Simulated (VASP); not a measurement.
Set up this calculation in VASP 6.6.1, as the native input.

| Item | Value |
| --- | --- |
| Task | single point |
| Functional | PBE |
| Potentials or basis | VASP PAW PBE potentials, release 64 (K_sv, Sc_sv, Si) |
| Cutoff | 520 eV |
| k mesh | 4 × 4 × 4 |
| Occupations | gaussian, width 0.1 eV |
| Spin | no spin polarisation |
| Dipole correction | no |
| Further INCAR settings | ALGO = Normal; EDIFF = 1e-06; NBANDS = 39 |

The structure of KSc3Si4 lies in POSCAR:

```
KSc3Si4
1.0
   -3.4114074509      3.4114074509      3.4114074509
    3.4114074509     -3.4114074509      3.4114074509
    3.4114074509      3.4114074509     -3.4114074509
K Sc Si
1 3 4
Direct
    0.0000000000      0.0000000000      0.0000000000
    0.5000000000      0.5000000000      0.0000000000
    0.5000000000      0.0000000000      0.5000000000
    0.0000000000      0.5000000000      0.5000000000
    0.5000000000      0.5000000000      0.5000000000
    0.0000000000      0.0000000000      0.5000000000
    0.0000000000      0.5000000000      0.0000000000
    0.5000000000      0.0000000000      0.0000000000
```

These files were run (other wordings do the same):

INCAR

```
SYSTEM = KSc3Si4
ALGO     = Normal         ! electronic algorithm
EDIFF    = 1E-6           ! SCF threshold, eV
ENCUT    = 520            ! plane-wave cutoff, eV
GGA      = PE             ! functional
ISIF     = 2              ! what is computed and relaxed
ISMEAR   = 0              ! smearing method
LASPH    = .True.         ! aspherical terms in the spheres
LCHARG   = .True.         ! write CHGCAR
LELF     = .True.         ! ELF
LREAL    = .False.        ! projectors in reciprocal space
LVHAR    = .True.       
LWAVE    = .False.        ! write WAVECAR
NBANDS   = 39             ! bands
NELM     = 80             ! most SCF steps
PREC     = Accurate       ! precision mode
SIGMA    = 0.1            ! smearing width, eV
```

KPOINTS

```
k-points
0
Gamma
  4 4 4
  0 0 0
```

Potentials or basis: VASP PAW PBE potentials, release 64 (K_sv, Sc_sv, Si).

The run is started by

```sh
$ cat potpaw_PBE.64/K_sv/POTCAR potpaw_PBE.64/Sc_sv/POTCAR potpaw_PBE.64/Si/POTCAR > POTCAR
$ mpirun -np 1 vasp_std > vasp.out
```

It gave:

```json
{"Pressure": "-0.2 GPa", "Band gap on the k mesh": "zero (bands 29 and 30 overlap by 1.16 eV)"}
```

Wall time 95 s on 1 thread of Intel(R) Xeon(R) Platinum 8488C (Sapphire Rapids), with other jobs on the host, peak memory 0.34 GiB.
